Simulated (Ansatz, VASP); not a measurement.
KMo2: VASP beside Ansatz

INCAR

```
ALGO = Fast
EDIFF = 1E-7
ENCUT = 520
GGA = PE
ISIF = 2
ISMEAR = 0
LASPH = T
LCHARG = F
LREAL = F
LWAVE = F
NBANDS = 46
NELM = 60
PREC = Accurate
SIGMA = 0.1
```

KPOINTS

```
k-points
0
Gamma
  4 4 4
```

Contents of POSCAR:

```
KMo2
1.0
    5.8550581604      0.0000000000      0.0000000000
    0.0000000000      6.0333371749      0.0000000000
    0.0000000000      0.0000000000      3.9409045311
K Mo
2 4
Direct
    0.5000000000      0.5000000000      0.5000000000
    0.0000000000      0.0000000000      0.0000000000
    0.2250000000      0.8250000000      0.5000000000
    0.7250000000      0.6750000000      0.0000000000
    0.7750000000      0.1750000000      0.5000000000
    0.2750000000      0.3250000000      0.0000000000
```

Input for Ansatz:

```yaml
crystal:
  lattice:
    - [5.8550581604, 0.0, 0.0]
    - [0.0, 6.0333371749, 0.0]
    - [0.0, 0.0, 3.9409045311]
  atoms:
    - { symbol: K, position: [0.5, 0.5, 0.5] }
    - { symbol: K, position: [0.0, 0.0, 0.0] }
    - { symbol: Mo, position: [0.225, 0.825, 0.5] }
    - { symbol: Mo, position: [0.725, 0.675, 0.0] }
    - { symbol: Mo, position: [0.775, 0.175, 0.5] }
    - { symbol: Mo, position: [0.275, 0.325, 0.0] }
basis:
  ecutwfc: 420
kpoints:
  mp_grid: { grid: [4, 4, 4] }
hamiltonian:
  xc: pbe
scf:
  occupations: { method: gaussian, width: 0.1 }
  lower_state_search: "off"
output:
  forces: true
  stress: true
  eigenvalues: true
```

Alike in both runs: task single point; functional PBE; k mesh 4 × 4 × 4; occupations gaussian, width 0.1 eV; no spin polarisation.

|  | VASP | Ansatz |
| --- | --- | --- |
| version | VASP 6.6.1 | Ansatz 0.2.0 |
| potentials or method | VASP PAW PBE potentials, release 64 (K_sv, Mo_sv), cutoff 520 eV | scalar-relativistic, plane waves, PAW |
| valence electrons in the cell | 74 | 74 |

|  | VASP | Ansatz | Ansatz less VASP |
| --- | --- | --- | --- |
| gap on the k mesh at the Fermi level (eV) | none | none | - |
| pressure (GPa) | -4.6 | -5.3 | -0.71 |
| traceless stress, the component that is largest in VASP (GPa) | 6.50 | 6.46 | -0.041 |
| rms of the force components (eV/Å) | 0.246 | 0.239 | -0.0072 |

Atom by atom the forces differ by 0.007 eV/Å (rms over components). A gap of «none» marks a metal or a gap that the smearing closes. The functional is the same, so the differences come from potentials, cutoffs and numerics.

The k mesh is coarse, so the values compare programs but aren't converged.
